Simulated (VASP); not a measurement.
# Li16H15 (a cell with a defect) in VASP: further runs, part 2 of 3

VASP 6.6.1.

## 3. Relaxation of the atoms, PBE (atoms taken out)

INCAR

```
PREC = Accurate
ENCUT = 520
EDIFF = 1E-7
ISMEAR = 0
SIGMA = 0.01
LREAL = Auto
LASPH = True
NELM = 100
ALGO = Normal
ISIF = 2
LWAVE = False
LCHARG = False
GGA = PE
IBRION = 2
NSW = 65
EDIFFG = -0.025
NELECT = 64.0
```

KPOINTS

```
regular mesh
0
Gamma
  1 1 1
```

POSCAR

```
Li16H15
1.0
   -4.0071000518      4.0071000518     -4.0071000518
    4.0071000518     -4.0071000518     -4.0071000518
   -4.0071000518     -4.0071000518      4.0071000518
Li H
16 15
Direct
    0.0034840209      0.2500000000      0.7534840209
    0.7500000000      0.2500000000      1.0000000000
    0.4965159791      0.2500000000      0.2465159791
    0.2500000000      0.0000000000      0.7500000000
    0.2500000000      0.2500000000      0.5000000000
    1.0000000000      1.0000000000      1.0000000000
    0.7500000000     -0.0034840209      0.2465159791
    0.5000000000      0.7500000000      0.7500000000
    0.4965159791     -0.0034840209      0.5000000000
    0.2500000000      0.7500000000      1.0000000000
    0.0000000000      0.7500000000      0.2500000000
    0.7500000000      0.5034840209      0.7534840209
    0.7500000000      0.7500000000      0.5000000000
    0.5000000000      0.5000000000      1.0000000000
    0.2500000000      0.5000000000      0.2500000000
    0.0034840209      0.5034840209      0.5000000000
    0.4998360125      0.2500000000      0.7501639875
    0.2500000000      0.2500000000      0.0000000000
    0.0001639875     -0.0001639875      0.5000000000
    0.0001639875      0.2500000000      0.2498360125
    0.7500000000     -0.0001639875      0.7501639875
    0.4998360125     -0.0001639875     -0.0003279750
    0.2500000000      0.7500000000      0.5000000000
    0.2496720250     -0.0001639875      0.2498360125
    0.0001639875      0.7503279750      0.7501639875
    0.7500000000      0.7500000000      0.0000000000
    0.4998360125      0.5001639875      0.5000000000
    0.4998360125      0.7496720250      0.2498360125
    0.2503279750      0.5001639875      0.7501639875
    0.0001639875      0.5001639875      0.0003279750
    0.7500000000      0.5001639875      0.2498360125
```

Potentials or basis: VASP PAW PBE potentials, release 64 (Li_sv, H).

Command:

```
cat potpaw_PBE.64/Li_sv/POTCAR potpaw_PBE.64/H/POTCAR > POTCAR
mpirun -np 1 vasp_gam > vasp.out
```

Run time: 5.2 min. Hardware: 1 thread of Intel Xeon Platinum 8259CL at 2.50GHz (Skylake/Cascade Lake), shared host; peak memory 0.39 GiB.

It converged, with:

```yaml
Free_energy: -90.2571 eV
Energy_gained_by_relaxing: 4.5 meV/atom
Ionic_steps: 6
Largest_force_after_relaxing: 0.021 eV/Å
```

Forces on the atoms (eV/Å):
```
Li  -0.021  0.000  0.000
Li   0.000  0.000  0.000
Li   0.021  0.000  0.000
Li   0.000  0.000  0.000
Li   0.000  0.000  0.000
Li   0.000  0.000  0.000
Li   0.000  0.021  0.000
Li   0.000  0.000  0.000
Li   0.000  0.000  0.021
Li   0.000  0.000  0.000
Li   0.000  0.000  0.000
Li   0.000 -0.021  0.000
Li   0.000  0.000  0.000
Li   0.000  0.000  0.000
Li   0.000  0.000  0.000
Li   0.000  0.000 -0.021
H    0.000 -0.010  0.010
H    0.000  0.000  0.000
H   -0.010  0.010  0.000
H    0.000  0.010 -0.010
H   -0.010  0.000  0.010
H    0.010  0.010  0.000
H    0.000  0.000  0.000
H    0.010  0.000  0.010
H    0.000 -0.010 -0.010
H    0.000  0.000  0.000
H    0.010 -0.010  0.000
H    0.000  0.010  0.010
H   -0.010  0.000 -0.010
H   -0.010 -0.010  0.000
H    0.010  0.000 -0.010
```

Step by step:
```tsv
step	energy change (eV)	largest force (eV/Å)	pressure (GPa)
1	0.0000	0.2374	4.27
2	-0.0231	0.2235	4.33
3	-0.0833	0.1691	4.53
4	-0.1345	0.0888	4.80
5	-0.1365	0.0366	4.77
6	-0.1384	0.0208	4.79
```

Final structure:
```yaml
crystal:
  lattice:
    - [-4.00710, 4.00710, -4.00710]
    - [4.00710, -4.00710, -4.00710]
    - [-4.00710, -4.00710, 4.00710]
  atoms:
    - { symbol: Li, position: [0.99069, 0.25000, 0.74069] }
    - { symbol: Li, position: [0.75000, 0.25000, 0.00000] }
    - { symbol: Li, position: [0.50931, 0.25000, 0.25931] }
    - { symbol: Li, position: [0.25000, 0.00000, 0.75000] }
    - { symbol: Li, position: [0.25000, 0.25000, 0.50000] }
    - { symbol: Li, position: [0.00000, 0.00000, 0.00000] }
    - { symbol: Li, position: [0.75000, 0.00931, 0.25931] }
    - { symbol: Li, position: [0.50000, 0.75000, 0.75000] }
    - { symbol: Li, position: [0.50931, 0.00931, 0.50000] }
    - { symbol: Li, position: [0.25000, 0.75000, 0.00000] }
    - { symbol: Li, position: [0.00000, 0.75000, 0.25000] }
    - { symbol: Li, position: [0.75000, 0.49069, 0.74069] }
    - { symbol: Li, position: [0.75000, 0.75000, 0.50000] }
    - { symbol: Li, position: [0.50000, 0.50000, 0.00000] }
    - { symbol: Li, position: [0.25000, 0.50000, 0.25000] }
    - { symbol: Li, position: [0.99069, 0.49069, 0.50000] }
    - { symbol: H, position: [0.49550, 0.25000, 0.75450] }
    - { symbol: H, position: [0.25000, 0.25000, 0.00000] }
    - { symbol: H, position: [0.00450, 0.99550, 0.50000] }
    - { symbol: H, position: [0.00450, 0.25000, 0.24550] }
    - { symbol: H, position: [0.75000, 0.99550, 0.75450] }
    - { symbol: H, position: [0.49550, 0.99550, 0.99100] }
    - { symbol: H, position: [0.25000, 0.75000, 0.50000] }
    - { symbol: H, position: [0.24100, 0.99550, 0.24550] }
    - { symbol: H, position: [0.00450, 0.75900, 0.75450] }
    - { symbol: H, position: [0.75000, 0.75000, 0.00000] }
    - { symbol: H, position: [0.49550, 0.50450, 0.50000] }
    - { symbol: H, position: [0.49550, 0.74100, 0.24550] }
    - { symbol: H, position: [0.25900, 0.50450, 0.75450] }
    - { symbol: H, position: [0.00450, 0.50450, 0.00900] }
    - { symbol: H, position: [0.75000, 0.50450, 0.24550] }
```

Levels at points of the mesh, in eV from the Fermi level:
```
           k point  band 29  band 30  band 31  band 32  band 33  band 34  band 35  band 36
(0.00, 0.00, 0.00)    -3.78    -2.98    -2.98    -0.06     0.05     0.05     0.05     4.42
```

Caveat: the k points lie up to 1.11 Å⁻¹ apart; the cell carries a net charge on a neutralising background, which shifts energy and pressure; the cell differs from its parent crystal (atoms taken out); the cell is charged against a uniform background, so pressure and absolute levels hang on convention; the cutoff is under 1.25 times the usual one of these potentials, so pressure, stress and relaxed cells hold a basis-set (Pulay) error.

## 4. Relaxation of the atoms, PBE, collinear spin (atoms taken out)

INCAR

```
  ALGO = Normal
  EDIFF = 1E-6
  EDIFFG = -0.025
  ENCUT = 520
  GGA = PE
  IBRION = 2
  ISIF = 2
  ISMEAR = 0
  ISPIN = 2
  LASPH = True
  LCHARG = False
  LORBIT = 11
  LREAL = Auto
  LWAVE = False
  MAGMOM = 0.167 0 0.167 0 0 0 0.167 0 0.167 0 0 0.167 0 0 0 0.167 0 0 0 0 0 0 0 0 0 0 0 0 0 0 0
  NELM = 150
  NSW = 65
  PREC = Accurate
  SIGMA = 0.01
```

KPOINTS

```
k-points
0
Gamma
  1 1 1
```

POSCAR

```
Li16H15
1.0
   -4.0071000518      4.0071000518     -4.0071000518
    4.0071000518     -4.0071000518     -4.0071000518
   -4.0071000518     -4.0071000518      4.0071000518
Li H
16 15
Direct
    0.0000000000      0.2500000000      0.7500000000
    0.7500000000      0.2500000000      1.0000000000
    0.5000000000      0.2500000000      0.2500000000
    0.2500000000      0.0000000000      0.7500000000
    0.2500000000      0.2500000000      0.5000000000
    1.0000000000      1.0000000000      1.0000000000
    0.7500000000      0.0000000000      0.2500000000
    0.5000000000      0.7500000000      0.7500000000
    0.5000000000      0.0000000000      0.5000000000
    0.2500000000      0.7500000000      1.0000000000
    0.0000000000      0.7500000000      0.2500000000
    0.7500000000      0.5000000000      0.7500000000
    0.7500000000      0.7500000000      0.5000000000
    0.5000000000      0.5000000000      1.0000000000
    0.2500000000      0.5000000000      0.2500000000
    0.0000000000      0.5000000000      0.5000000000
    0.5000000000      0.2500000000      0.7500000000
    0.2500000000      0.2500000000      0.0000000000
    0.0000000000      0.0000000000      0.5000000000
    0.0000000000      0.2500000000      0.2500000000
    0.7500000000      0.0000000000      0.7500000000
    0.5000000000      0.0000000000      0.0000000000
    0.2500000000      0.7500000000      0.5000000000
    0.2500000000      0.0000000000      0.2500000000
    0.0000000000      0.7500000000      0.7500000000
    0.7500000000      0.7500000000      0.0000000000
    0.5000000000      0.5000000000      0.5000000000
    0.5000000000      0.7500000000      0.2500000000
    0.2500000000      0.5000000000      0.7500000000
    0.0000000000      0.5000000000      0.0000000000
    0.7500000000      0.5000000000      0.2500000000
```

Potentials or basis: VASP PAW PBE potentials, release 64 (Li_sv, H).

Command:

```
cat potpaw_PBE.64/Li_sv/POTCAR potpaw_PBE.64/H/POTCAR > POTCAR
mpirun -np 1 vasp_gam > vasp.out
```

OUTCAR:

```text
EDIFF = 1E-6
   EDIFFG = -0.025
   ENCUT = 520
   GGA = PE
   IBRION = 2
   ISIF = 2
   ISMEAR = 0
   ISPIN = 2
   LASPH = True
   LORBIT = 11
   LREAL = Auto
   NELM = 150
   NSW = 65
   PREC = Accurate

 ion  position               nearest neighbor table
   1  0.000  0.250  0.750-
   2  0.750  0.250  0.000-
   3  0.500  0.250  0.250-
   4  0.250  0.000  0.750-
   5  0.250  0.250  0.500-
   6  0.000  0.000  0.000-
[... 23 lines left out ...]
  30  0.000  0.500  0.000-
  31  0.750  0.500  0.250-

[... 482 lines left out ...]

  FORCE on cell =-STRESS in cart. coord.  units (eV):
  Direction    XX          YY          ZZ          XY          YZ          ZX
  --------------------------------------------------------------------------------------
  -------------------------------------------------------------------------------------
  Total        2.1661818      2.1661818      2.1661818      0.0000000      0.0000000     -0.0000000
  in kB       13.4851240     13.4851240     13.4851240      0.0000000      0.0000000     -0.0000000
  external PRESSURE =      13.4851240 kB  Pullay stress =       0.0000000 kB
[... 46 lines left out ...]
  FREE ENERGIE OF THE ION-ELECTRON SYSTEM (eV)
  ---------------------------------------------------
  free  energy   TOTEN  =       -93.3655483873 eV

  energy  without entropy=      -93.3655483873  energy(sigma->0) =      -93.36554839

 reached required accuracy - stopping structural energy minimisation

 total charge

# of ion       s       p       d       tot
------------------------------------------
    1        2.029   0.054   0.000   2.083
    2        2.027   0.052   0.000   2.079
    3        2.029   0.054   0.000   2.083
    4        2.029   0.052   0.000   2.081
    5        2.027   0.052   0.000   2.079
    6        2.029   0.052   0.000   2.081
[... 23 lines left out ...]
   30        0.546   0.002   0.000   0.548
   31        0.546   0.002   0.000   0.548
--------------------------------------------------
tot         40.646   0.871   0.000  41.517

 magnetization (x)

# of ion       s       p       d       tot
------------------------------------------
    1        0.007   0.006   0.000   0.013
    2        0.001  -0.000   0.000   0.001
    3        0.007   0.006   0.000   0.013
    4        0.000  -0.000   0.000   0.000
    5        0.001  -0.000   0.000   0.001
    6        0.000  -0.000   0.000   0.000
[... 23 lines left out ...]
   30        0.002   0.000   0.000   0.002
   31        0.002   0.000   0.000   0.002
--------------------------------------------------
tot          0.136   0.040   0.000   0.176
```

OSZICAR:

```text
N       E                     dE             d eps       ncg     rms          rms(c)
DAV:   1     0.474583037095E+03    0.47458E+03   -0.30335E+04   208   0.145E+03
DAV:   2    -0.141677269896E+02   -0.48875E+03   -0.45085E+03   232   0.394E+02
[... 25 lines left out ...]
DAV:   2    -0.933647073691E+02   -0.13888E-01   -0.14003E-01   224   0.133E+00    0.596E-02
DAV:   3    -0.933655376941E+02   -0.83033E-03   -0.69861E-03   312   0.248E-01    0.329E-02
DAV:   4    -0.933655116361E+02    0.26058E-04   -0.15920E-04   216   0.586E-02    0.204E-02
DAV:   5    -0.933655447228E+02   -0.33087E-04   -0.64883E-05   224   0.386E-02    0.773E-03
DAV:   6    -0.933655476239E+02   -0.29011E-05   -0.86395E-06   280   0.123E-02    0.388E-03
DAV:   7    -0.933655483873E+02   -0.76341E-06   -0.11149E-06   176   0.495E-03
   3 F= -.93365548E+02 E0= -.93365548E+02  d E =-.955980E-02  mag=     1.0000
```

CONTCAR:

```text
Li16H15
   1.00000000000000
    -4.0071000518000002    4.0071000518000002   -4.0071000518000002
     4.0071000518000002   -4.0071000518000002   -4.0071000518000002
    -4.0071000518000002   -4.0071000518000002    4.0071000518000002
  Li              H
    16    15
Direct
     0.0030409944362124    0.2500000000000000    0.7530409944362124
     0.7500000000000000    0.2500000000000000    0.0000000000000000
     0.4969590055637876    0.2500000000000000    0.2469590055637876
     0.2500000000000000    0.0000000000000000    0.7500000000000000
     0.2500000000000000    0.2500000000000000    0.5000000000000000
     0.0000000000000000    0.0000000000000000    0.0000000000000000
[... 23 lines left out ...]
     0.9998309797366304    0.4998309797366304    0.9996619594732609
     0.7500000000000000    0.4998309797366304    0.2501690202633696

  0.00000000E+00  0.00000000E+00  0.00000000E+00
  0.00000000E+00  0.00000000E+00  0.00000000E+00
  0.00000000E+00  0.00000000E+00  0.00000000E+00
  0.00000000E+00  0.00000000E+00  0.00000000E+00
  0.00000000E+00  0.00000000E+00  0.00000000E+00
  0.00000000E+00  0.00000000E+00  0.00000000E+00
[... 23 lines left out ...]
  0.00000000E+00  0.00000000E+00  0.00000000E+00
  0.00000000E+00  0.00000000E+00  0.00000000E+00
```

Run time: 3.6 min. Hardware: 1 thread of Intel Xeon Platinum 8259CL at 2.50GHz (Skylake/Cascade Lake), shared host; peak memory 0.49 GiB.

What came out:

```yaml
Free_energy: -93.3655 eV
Energy_gained_by_relaxing: 0.3 meV/atom
Ionic_steps: 3
Largest_force_after_relaxing: 0.016 eV/Å
Band_gap_on_the_k_mesh: 0.76 eV
Net_moment: 1.00 μB per cell
Site_moments: Li +0.01, +0.00 (each value once); H +0.00, +0.02 (each value once) μB
Valence_electrons_inside_the_program's_atomic_spheres: Li 2.08; H 0.55
```

Forces on the atoms (eV/Å):
```
Li  -0.006  0.000  0.000
Li   0.000  0.000  0.000
Li   0.006  0.000  0.000
Li   0.000  0.000  0.000
Li   0.000  0.000  0.000
Li   0.000  0.000  0.000
Li   0.000  0.006  0.000
Li   0.000  0.000  0.000
Li   0.000  0.000  0.006
Li   0.000  0.000  0.000
Li   0.000  0.000  0.000
Li   0.000 -0.006  0.000
Li   0.000  0.000  0.000
Li   0.000  0.000  0.000
Li   0.000  0.000  0.000
Li   0.000  0.000 -0.006
H    0.000 -0.011  0.011
H    0.000  0.000  0.000
H   -0.011  0.011  0.000
H    0.000  0.011 -0.011
H   -0.011  0.000  0.011
H    0.011  0.011  0.000
H    0.000  0.000  0.000
H    0.011  0.000  0.011
H    0.000 -0.011 -0.011
H    0.000  0.000  0.000
H    0.011 -0.011  0.000
H    0.000  0.011  0.011
H   -0.011  0.000 -0.011
H   -0.011 -0.011  0.000
H    0.011  0.000 -0.011
```

The path:
```
step  energy change (eV)  largest force (eV/Å)  pressure (GPa)
   1              0.0000                0.1263            1.30
   2             -0.0040                0.0962            1.32
   3             -0.0096                0.0158            1.35
```

Final structure:
```
Li H
1.0
    -4.00710    4.00710   -4.00710
     4.00710   -4.00710   -4.00710
    -4.00710   -4.00710    4.00710
Li H
16 15
Direct
  0.00304 0.25000 0.75304
  0.75000 0.25000 0.00000
  0.49696 0.25000 0.24696
  0.25000 0.00000 0.75000
  0.25000 0.25000 0.50000
  0.00000 0.00000 0.00000
  0.75000 0.99696 0.24696
  0.50000 0.75000 0.75000
  0.49696 0.99696 0.50000
  0.25000 0.75000 0.00000
  0.00000 0.75000 0.25000
  0.75000 0.50304 0.75304
  0.75000 0.75000 0.50000
  0.50000 0.50000 0.00000
  0.25000 0.50000 0.25000
  0.00304 0.50304 0.50000
  0.50017 0.25000 0.74983
  0.25000 0.25000 0.00000
  0.99983 0.00017 0.50000
  0.99983 0.25000 0.25017
  0.75000 0.00017 0.74983
  0.50017 0.00017 0.00034
  0.25000 0.75000 0.50000
  0.25034 0.00017 0.25017
  0.99983 0.74966 0.74983
  0.75000 0.75000 0.00000
  0.50017 0.49983 0.50000
  0.50017 0.75034 0.25017
  0.24966 0.49983 0.74983
  0.99983 0.49983 0.99966
  0.75000 0.49983 0.25017
```

Caveat: the k points lie up to 1.11 Å⁻¹ apart; the cell differs from its parent crystal (atoms taken out); the cutoff is under 1.25 times the usual one of these potentials, so pressure, stress and relaxed cells hold a basis-set (Pulay) error.

(Part 2 of 3 ends here.)
